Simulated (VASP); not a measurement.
Input of a VASP 6.6.1 run:

The input INCAR:

```
ALGO = Normal ; EDIFF = 1E-6
ENCUT = 520 ; GGA = PS
ISIF = 2 ; ISMEAR = -1
LASPH = T ; LCHARG = T
LELF = T ; LREAL = F
LVHAR = T ; LWAVE = F
NBANDS = 17 ; NELM = 60
PREC = Accurate ; SIGMA = 0.05
```

Contents of KPOINTS:

```
k-points
0
Gamma
  7 7 7
```

The input POSCAR:

```
TePb
1.0
    0.0000000000      3.2310000000      3.2310000000
    3.2310000000      0.0000000000      3.2310000000
    3.2310000000      3.2310000000      0.0000000000
Pb Te
1 1
Direct
    0.0000000000      0.0000000000      0.0000000000
    0.5000000000      0.5000000000      0.5000000000
```

Potentials or basis: VASP PAW PBE potentials, release 64 (Pb_d, Te).

The run is started by

```sh
$ cat potpaw_PBE.64/Pb_d/POTCAR potpaw_PBE.64/Te/POTCAR > POTCAR
$ mpirun -np 1 vasp_std > vasp.out
```

**Question.** Predict the pressure.

**Answer.** -0.4 GPa.

Caveat: the PAW data sets were made with another functional, which shifts forces and pressure a little.
